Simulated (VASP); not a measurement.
A run of VASP 6.6.1 is set up as follows.

INCAR

```
ALGO     = Normal         # electronic algorithm
EDIFF    = 1E-6           # SCF threshold, eV
ENCUT    = 520            # plane-wave cutoff, eV
GGA      = PE             # functional
ISIF     = 2              # what is computed and relaxed
ISMEAR   = -1             # smearing method
LASPH    = True           # aspherical terms in the spheres
LCHARG   = False          # write CHGCAR
LREAL    = False          # projectors in reciprocal space
LWAVE    = False          # write WAVECAR
NBANDS   = 11             # bands
NELM     = 100            # most SCF steps
PREC     = Accurate       # precision mode
SIGMA    = 0.02           # smearing width, eV
```

KPOINTS

```
k-points
0
Gamma
  10 10 10
```

Contents of POSCAR:

```
BAs
1.0
    0.0000000000      2.4636236322      2.3586458026
    2.4636236322      0.0000000000      2.3586458026
    2.4636236322      2.4636236322      0.0000000000
B As
1 1
Direct
    0.0000000000      0.0000000000      0.0000000000
    0.2500000000      0.2500000000      0.2500000000
```

Potentials or basis: VASP PAW PBE potentials, release 64 (B, As).

Launch:

```sh
$ cat potpaw_PBE.64/B/POTCAR potpaw_PBE.64/As/POTCAR > POTCAR
$ mpirun -np 1 vasp_std > vasp.out
```

Estimate the band gap on the k mesh.

0.60 eV, indirect (least direct gap 2.78 eV).

What does it give for the pressure?

-3.1 GPa.

Stress tensor (GPa, compression positive):
```
-5.78  0.00  0.00
 0.00 -5.78  0.00
 0.00  0.00  2.25
```

Caveat: the cell differs from its parent crystal (epitaxial xy strain +3.0%). A k mesh can miss the band edges.
